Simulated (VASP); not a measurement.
Crystal: ZnSe (Stilleite).

```
CELL_PARAMETERS angstrom
0.00000 2.83380 2.83380
2.83380 0.00000 2.83380
2.83380 2.83380 0.00000
ATOMIC_POSITIONS crystal
Se 0.75000 0.75000 0.75000
Zn 0.00000 0.00000 0.00000
```

| Property | Result |
| --- | --- |
| Program | VASP 6.6.1 |
| Task | relaxation of cell and atoms |
| Functional | revPBE |
| Potentials or basis | VASP PAW PBE potentials, release 64 (Se, Zn) |
| Cutoff | 600 eV |
| k mesh | 8 × 8 × 8 |
| Occupations | fermi-dirac, width 0.05 eV |
| Spin | no spin polarisation |

At the start: pressure 4.0 GPa; volume 22.76 Å³/atom.

**Question.** How do energy, volume and symmetry change on relaxing?

**Answer.** Over 4 steps the energy falls by 17.9 meV/atom and the volume is 24.36 Å³/atom (+7.0 %); space group F-43m (No. 216, to 0.05 Å).

Step by step:
```csv
step,energy change (eV),largest force (eV/Å),pressure (GPa),volume (Å³)
1,0.0000,0.0000,3.97,45.51
2,-0.0342,0.0000,-0.76,49.33
3,-0.0359,0.0000,0.16,48.59
4,-0.0359,0.0000,-0.09,48.72
```

Final structure:
```yaml
crystal:
  lattice:
    - [0.00000, 2.89876, 2.89876]
    - [2.89876, 0.00000, 2.89876]
    - [2.89876, 2.89876, 0.00000]
  atoms:
    - { symbol: Se, position: [0.75000, 0.75000, 0.75000] }
    - { symbol: Zn, position: [0.00000, 0.00000, 0.00000] }
```

Caveat: the PAW data sets were made with another functional, which shifts forces and pressure a little.
